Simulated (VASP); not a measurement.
# KI (P6_3/mmc) in VASP: settings compared, part 3 of 3

VASP 6.6.1. Earlier steps stand in the parts before.

## 5. Relaxation of cell and atoms, LDA

This run uses another cell than the first one, of 46.37 Å³/atom.

Input file INCAR:

```
PREC = Accurate
ENCUT = 500
EDIFF = 1E-7
ISMEAR = -1
SIGMA = 0.02
LREAL = False
LASPH = True
NELM = 120
ALGO = Normal
ISIF = 3
LWAVE = False
LCHARG = False
IBRION = 2
NSW = 80
EDIFFG = -0.005
GGA_COMPAT = False
NELMIN = 4
```

Input file KPOINTS:

```
regular mesh
0
Gamma
  6 6 4
```

Input file POSCAR:

```
KI
1.0
    4.9705500350      0.0000000000      0.0000000000
   -2.4852750175      4.3046226011      0.0000000000
    0.0000000000      0.0000000000      8.6682758660
K I
2 2
Direct
    0.0000000000      0.0000000000      0.0000000000
    0.0000000000      0.0000000000      0.5000000000
    0.3333333333      0.6666666667      0.2500000000
    0.6666666667      0.3333333333      0.7500000000
```

Potentials or basis: VASP PAW LDA potentials, release 64 (K_sv, I).

Command:

```sh
cat potpaw_LDA.64/K_sv/POTCAR potpaw_LDA.64/I/POTCAR > POTCAR
mpirun -np 1 vasp_std > vasp.out
```

OUTCAR:

```text
PREC = Accurate
   ENCUT = 500
   EDIFF = 1E-7
   ISMEAR = -1
   LREAL = False
   LASPH = True
   NELM = 120
   ISIF = 3
   IBRION = 2
   NSW = 80
   EDIFFG = -0.005
   NELMIN = 4

 ion  position               nearest neighbor table
   1  0.000  0.000  0.000-   3 3.60   4 3.60   4 3.60   3 3.60   4 3.60   3 3.60
   2  0.000  0.000  0.500-   3 3.60   4 3.60   4 3.60   3 3.60   4 3.60   3 3.60
   3  0.333  0.667  0.250-   1 3.60   2 3.60   1 3.60   2 3.60   1 3.60   2 3.60
   4  0.667  0.333  0.750-   1 3.60   2 3.60   1 3.60   2 3.60   1 3.60   2 3.60

  LATTYP: Found a hexagonal cell.
 ALAT       =     4.9705500350
 C/A-ratio  =     1.7439268904

  Lattice vectors:

 A1 = (   4.9705500350,   0.0000000000,   0.0000000000)
 A2 = (  -2.4852750175,   4.3046226011,   0.0000000000)
 A3 = (   0.0000000000,   0.0000000000,   8.6682758660)

Analysis of symmetry for initial positions (statically):
=====================================================================
 Subroutine PRICEL returns:
 Original cell was already a primitive cell.

 Routine SETGRP: Setting up the symmetry group for a
 hexagonal supercell.

 Subroutine GETGRP returns: Found 24 space group operations
 (whereof 12 operations were pure point group operations)
 out of a pool of 24 trial point group operations.

The static configuration has the point symmetry D_3d.
 The point group associated with its full space group is D_6h.

Analysis of symmetry for dynamics (positions and initial velocities):
=====================================================================
 Subroutine PRICEL returns:
 Original cell was already a primitive cell.

 Routine SETGRP: Setting up the symmetry group for a
 hexagonal supercell.

 Subroutine GETGRP returns: Found 24 space group operations
 (whereof 12 operations were pure point group operations)
 out of a pool of 24 trial point group operations.

The dynamic configuration has the point symmetry D_3d.
 The point group associated with its full space group is D_6h.

 Subroutine INISYM returns: Found 24 space group operations
 (whereof 12 operations are pure point group operations),
 and found     1 'primitive' translations

----------------------------------------------------------------------------------------

                                     Primitive cell

  volume of cell :     185.4694

  direct lattice vectors                    reciprocal lattice vectors
     4.970550035  0.000000000  0.000000000     0.201184978  0.116154201  0.000000000
    -2.485275017  4.304622601  0.000000000     0.000000000  0.232308403  0.000000000
     0.000000000  0.000000000  8.668275866     0.000000000  0.000000000  0.115363195

  length of vectors
     4.970550035  4.970550035  8.668275866     0.232308403  0.232308403  0.115363195

  position of ions in fractional coordinates (direct lattice)
     0.000000000  0.000000000  0.000000000
     0.000000000  0.000000000  0.500000000
     0.333333333  0.666666667  0.250000000
     0.666666667  0.333333333  0.750000000

  ion indices of the primitive-cell ions
   primitive index   ion index
                 1           1
                 2           2
                 3           3
                 4           4

----------------------------------------------------------------------------------------

 KPOINTS: regular mesh

Automatic generation of k-mesh.
 Grid dimensions read from file:
 generate k-points for:    6    6    4

 Generating k-lattice:

  Cartesian coordinates                     Fractional coordinates (reciprocal lattice)
     0.033530830  0.019359034  0.000000000     0.166666667  0.000000000  0.000000000
     0.000000000  0.038718067  0.000000000     0.000000000  0.166666667  0.000000000
     0.000000000  0.000000000  0.028840799     0.000000000  0.000000000  0.250000000

  Length of vectors
     0.038718067  0.038718067  0.028840799

  Shift w.r.t. Gamma in fractional coordinates (k-lattice)
     0.000000000  0.000000000  0.000000000

 Subroutine IBZKPT returns following result:
 ===========================================

 Found     21 irreducible k-points:

 Following reciprocal coordinates:
            Coordinates               Weight
  0.000000  0.000000  0.000000      1.000000
  0.166667 -0.000000  0.000000      6.000000
  0.333333  0.000000  0.000000      6.000000
  0.500000  0.000000  0.000000      3.000000
  0.166667  0.166667  0.000000      6.000000
  0.333333  0.166667  0.000000     12.000000
[... 13 lines left out ...]
  0.333333  0.166667  0.500000     12.000000
  0.333333  0.333333  0.500000      2.000000
   k-points           NKPTS =     21   k-points in BZ     NKDIM =     21   number of bands    NBANDS=     20
   number of dos      NEDOS =    301   number of ions     NIONS =      4
   total plane-waves  NPLWV =  82944
   dimension x,y,z NGX =    36 NGY =   36 NGZ =   64
   dimension x,y,z NGXF=    72 NGYF=   72 NGZF=  128
   ions per type =               2   2
   NGX,Y,Z   is equivalent  to a cutoff of  12.04, 12.04, 12.27 a.u.
   NGXF,Y,Z  is equivalent  to a cutoff of  24.08, 24.08, 24.55 a.u.
 SYSTEM =  unknown system
   PREC   = accura    normal or accurate (medium, high low for compatibility)
   ISTART =      0    job   : 0-new  1-cont  2-samecut
   ICHARG =      2    charge: 1-file 2-atom 10-const
   ISPIN  =      1    spin polarized calculation?
   LNONCOLLINEAR =      F non collinear calculations
   LSORBIT =      F    spin-orbit coupling
   LASPH  =      T    aspherical Exc in radial PAW
   ENCUT  =  500.0 eV  36.75 Ry    6.06 a.u.   9.06  9.06 15.80*2*pi/ulx,y,z
   NELM   =    120;   NELMIN=  4; NELMDL= -5     # of ELM steps
   EDIFF  = 0.1E-06   stopping-criterion for ELM
   LREAL  =      F    real-space projection
   EDIFFG = -.5E-02   stopping-criterion for IOM
   NSW    =     80    number of steps for IOM
   IBRION =      2    ionic relax: 0-MD 1-quasi-New 2-CG
   NFREE  =      1    steps in history (QN), initial steepest desc. (CG)
   ISIF   =      3    stress and relaxation
   ISYM   =      2    0-nonsym 1-usesym 2-fastsym
   POTIM  = 0.5000    time-step for ionic-motion
   TEBEG  =    0.0;   TEEND  =   0.0 temperature during run
   PSTRESS=    0.0 pullay stress
   NELECT =      32.0000    total number of electrons
   NUPDOWN=      -1.0000    fix difference up-down
   EMIN   =  10.00;   EMAX   =-10.00  energy-range for DOS
   EFERMI =   0.00;   METHOD = LEGACY
   ISMEAR =    -1;   SIGMA  =   0.02  broadening in eV -4-tet -1-fermi 0-gaus
   EFERMI_NEDOS =   21; number of points for ismear=-14 and -15
   IALGO  =     38    algorithm
   IMIX   =      4    mixing-type and parameters
     AMIX     =   0.40;   BMIX     =  1.00
     AMIX_MAG =   1.60;   BMIX_MAG =  1.00
  volume/ion in A,a.u.               =      46.37       312.90
  Fermi-wavevector in a.u.,A,eV,Ry     =   0.911383  1.722263 11.301248  0.830618
  Thomas-Fermi vector in A             =   2.035655
   LORBIT       =      0    0 simple, 1 ext, 2 COOP (PROOUT), +10 PAW based schemes
   GGA     = CA    functional components
   LHFCALC =     F    Hartree Fock is set to
   AEXX    =    0.0000 exact exchange contribution
   IVDW    =     0    specifies the selected vdW correction
   LEPSILON=     F    determine dielectric tensor
   LRPA    =     F    only Hartree local field effects (RPA)
 conjugate gradient relaxation of ions
 non-spin polarized calculation
  energy-cutoff  :      500.00
  volume of cell :      185.47
 maximum number of plane-waves:      4740
   NGX = 19   NGY = 19   NGZ = 31

--------------------------------------- Ionic step        1  -------------------------------------------

 number of electron      32.0000003 magnetization

 Free energy of the ion-electron system (eV)
  ---------------------------------------------------
  ext. energy  EPLUGINS =         0.00000000
  ---------------------------------------------------
  free energy    TOTEN  =       -12.10204244 eV

  energy without entropy =      -12.10204244  energy(sigma->0) =      -12.10204244

 E-fermi :  -0.2993     XC(G=0):  -7.4267

 val. band max:       -0.8125500066   @ k =   0.0000   0.0000   0.0000
 cond. band min:       2.6233735258   @ k =   0.0000   0.0000   0.0000
 fundamental gap:      3.4359235324
 Fermi energy:        -0.2993157024

 k-point     1 :       0.0000    0.0000    0.0000
  band No.  band energies     occupation
      1     -29.1566      2.00000
      2     -29.1519      2.00000
      3     -13.0353      2.00000
      4     -12.8747      2.00000
      5     -12.8747      2.00000
      6     -12.8628      2.00000
[... 579 lines left out ...]
  FREE ENERGIE OF THE ION-ELECTRON SYSTEM (eV)
  ---------------------------------------------------
  free  energy   TOTEN  =       -12.2555825771 eV

  energy  without entropy=      -12.2555825771  energy(sigma->0) =      -12.25558258

[... ionic steps 4 to 7 ...]

--------------------------------------- Ionic step        8  -------------------------------------------

 number of electron      31.9999999 magnetization

------------------------ aborting loop because EDIFF is reached ----------------------------------------
[... 71 lines left out ...]
--------------------------------------- Ionic step       10  -------------------------------------------

 number of electron      31.9999999 magnetization

 Free energy of the ion-electron system (eV)
  ---------------------------------------------------
  ext. energy  EPLUGINS =         0.00000000
  ---------------------------------------------------
  free energy    TOTEN  =       -12.25717234 eV

  energy without entropy =      -12.25717234  energy(sigma->0) =      -12.25717234

 E-fermi :   0.5276     XC(G=0):  -8.0180

 val. band max:        0.0399109503   @ k =   0.0000   0.0000   0.0000
 cond. band min:       3.7978776159   @ k =   0.0000   0.0000   0.0000
 fundamental gap:      3.7579666657
 Fermi energy:         0.5276135391

 k-point     1 :       0.0000    0.0000    0.0000
  band No.  band energies     occupation
      1     -28.0991      2.00000
      2     -28.0903      2.00000
      3     -12.1893      2.00000
      4     -11.8403      2.00000
      5     -11.8403      2.00000
      6     -11.8195      2.00000
[... 503 lines left out ...]
  FREE ENERGIE OF THE ION-ELECTRON SYSTEM (eV)
  ---------------------------------------------------
  free  energy   TOTEN  =       -12.2571723411 eV

  energy  without entropy=      -12.2571723411  energy(sigma->0) =      -12.25717234

 reached required accuracy - stopping structural energy minimisation
```

OSZICAR:

```text
N       E                     dE             d eps       ncg     rms          rms(c)
DAV:   1     0.217767829657E+03    0.21777E+03   -0.12762E+04   840   0.129E+03
DAV:   2     0.630894104835E+01   -0.21146E+03   -0.20368E+03  1032   0.323E+02
DAV:   3    -0.117940942966E+02   -0.18103E+02   -0.18056E+02  1344   0.787E+01
[... 88 lines left out ...]
DAV:   2    -0.122573115274E+02    0.49968E-03   -0.12955E-03  1116   0.297E-01    0.635E-02
DAV:   3    -0.122571727450E+02    0.13878E-03   -0.37559E-04  1212   0.146E-01    0.532E-02
DAV:   4    -0.122571755605E+02   -0.28155E-05   -0.20792E-05  1412   0.270E-02    0.189E-02
DAV:   5    -0.122571720337E+02    0.35268E-05   -0.28832E-05  1340   0.320E-02    0.567E-03
DAV:   6    -0.122571722679E+02   -0.23422E-06   -0.15443E-06  1100   0.608E-03    0.372E-03
DAV:   7    -0.122571723411E+02   -0.73177E-07   -0.63048E-08   616   0.175E-03
  10 F= -.12257172E+02 E0= -.12257172E+02  d E =-.147104E-04
```

It took 8.3 min on 1 thread of Oxide Virtual Turin-like, shared host; peak memory 0.24 GiB.

What came out:

| Item | Value |
| --- | --- |
| Free energy | -12.2572 eV |
| Relaxed volume | 39.86 Å³/atom |
| Relaxed cell | a = 4.709 Å, b = 4.709 Å, c = 8.304 Å, α = 90.00°, β = 90.00°, γ = 120.00° |
| Space group after relaxing (to 0.1 Å) | P6_3/mmc (No. 194) |
| Energy gained by relaxing | 38.8 meV/atom |
| Ionic steps | 10 |
| Pressure after relaxing | 0.0 GPa |
| Band gap on the k mesh | 3.76 eV |

Step by step:
```tsv
step	energy change (eV)	largest force (eV/Å)	pressure (GPa)	volume (Å³)
1	0.0000	0.0000	-1.65	185.47
2	-0.1074	0.0000	-1.05	172.94
3	-0.1535	0.0000	-0.16	161.35
4	-0.1544	0.0000	0.02	159.45
5	-0.1544	0.0000	-0.03	159.95
6	-0.1546	0.0000	-0.03	159.91
7	-0.1551	0.0000	-0.02	159.80
8	-0.1551	0.0000	-0.02	159.75
9	-0.1551	0.0000	-0.02	159.75
10	-0.1551	0.0000	0.01	159.45
```

Final structure:
```xyz
4
Lattice="4.7087 0.0000 0.0000 -2.3544 4.0779 0.0000 0.0000 0.0000 8.3042" Properties=species:S:1:pos:R:3 pbc="T T T"
K     0.0000    0.0000    0.0000
K     0.0000    0.0000    4.1521
I     0.0000    2.7186    2.0761
I     2.3544    1.3593    6.2282
```

Caveat: spin-orbit coupling is left out, which moves the levels of the heavy elements. A k mesh can miss the band edges.

## 6. Summary

```csv
task,level,potentials or basis,cell,cutoff (eV),gap on the mesh (eV),pressure (GPa),relaxed volume (Å³/atom)
single point,r2SCAN,"VASP PAW PBE potentials, release 64 (K_sv, I)","a = 4.900, b = 4.900, c = 8.590 Å, angles 90.0, 90.0, 120.0°, 4 atoms",550,4.49,0.0,-
relaxation of cell and atoms,PBE,"VASP PAW PBE potentials, release 64 (K_sv, I)","relaxed from a = 4.910, b = 4.910, c = 8.003 Å, angles 90.0, 90.0, 120.0°, 4 atoms",500,3.77,0.0,46.52
relaxation of cell and atoms,PBEsol,"VASP PAW PBE potentials, release 64 (K_sv, I)","relaxed from a = 4.971, b = 4.971, c = 8.668 Å, angles 90.0, 90.0, 120.0°, 4 atoms",500,3.77,0.0,43.28
relaxation of cell and atoms,LDA,"VASP PAW LDA potentials, release 64 (K_sv, I)","relaxed from a = 4.971, b = 4.971, c = 8.668 Å, angles 90.0, 90.0, 120.0°, 4 atoms",500,3.76,0.0,39.86
```

Alike in all rows: no spin polarisation; k mesh 6 × 6 × 4; smearing fermi-dirac 0.02 eV.

Caveats: spin-orbit coupling is left out, which moves the levels of the heavy elements; the PAW data sets were made with another functional, which shifts forces and pressure a little (at least some runs).

Total energies depend on the potentials used, so only differences within one code and one set of settings carry meaning.
